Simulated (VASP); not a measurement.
Here is a VASP 6.6.1 calculation.

Contents of POSCAR:

```
CuI
1.0
    0.0000000000      3.0315000000      3.0315000000
    3.0315000000      0.0000000000      3.0315000000
    3.0315000000      3.0315000000      0.0000000000
Cu I
1 1
Direct
    0.2500000000      0.2500000000      0.2500000000
    0.0000000000      0.0000000000      0.0000000000
```

INCAR.step1

```
SYSTEM = CuI
PREC = Accurate ; ENCUT = 600
ISMEAR = 0 ; SIGMA = 0.02
LREAL = .FALSE. ; LASPH = .TRUE.
NELM = 100 ; GGA = PE
ALGO = Normal ; EDIFF = 1E-4
LWAVE = .TRUE. ; LCHARG = .FALSE.
```

INCAR.step2

```
SYSTEM = CuI
PREC = Accurate ; ENCUT = 600
EDIFF = 1E-6 ; ISMEAR = 0
SIGMA = 0.02 ; LREAL = .FALSE.
LASPH = .TRUE. ; NELM = 100
ALGO = Normal ; ISIF = 3
LWAVE = .FALSE. ; LCHARG = .FALSE.
METAGGA = R2SCAN ; LMIXTAU = .TRUE.
IBRION = 2 ; NSW = 100
EDIFFG = -0.005 ; ISTART = 1
```

KPOINTS

```
regular mesh
0
G
  8 8 8
  0 0 0
```

Potentials or basis: VASP PAW PBE potentials, release 64 (Cu, I).

Launch:

```sh
$ cat potpaw_PBE.64/Cu/POTCAR potpaw_PBE.64/I/POTCAR > POTCAR
$ cp INCAR.step1 INCAR
$ mpirun -np 1 vasp_std > vasp.out
$ cp INCAR.step2 INCAR
$ mpirun -np 1 vasp_std > vasp.out
```

Task: Estimate the band gap on the k mesh.

Result: 1.68 eV, direct.

Task: What does it give for the space group after relaxing (to 0.05 Å)?

Result: F-43m (No. 216).

Task: Estimate the relaxed volume.

Result: 27.28 Å³/atom.

Final structure:
```yaml
crystal:
  lattice:
    - [0.00000, 3.01023, 3.01023]
    - [3.01023, 0.00000, 3.01023]
    - [3.01023, 3.01023, 0.00000]
  atoms:
    - { symbol: Cu, position: [0.25000, 0.25000, 0.25000] }
    - { symbol: I, position: [0.00000, 0.00000, 0.00000] }
```

Caveat: the PAW data sets were made with another functional, which shifts forces and pressure a little; spin-orbit coupling is left out, which moves the levels of the heavy elements. r2SCAN opens gaps a little over a GGA but as a rule still falls short of measured ones.
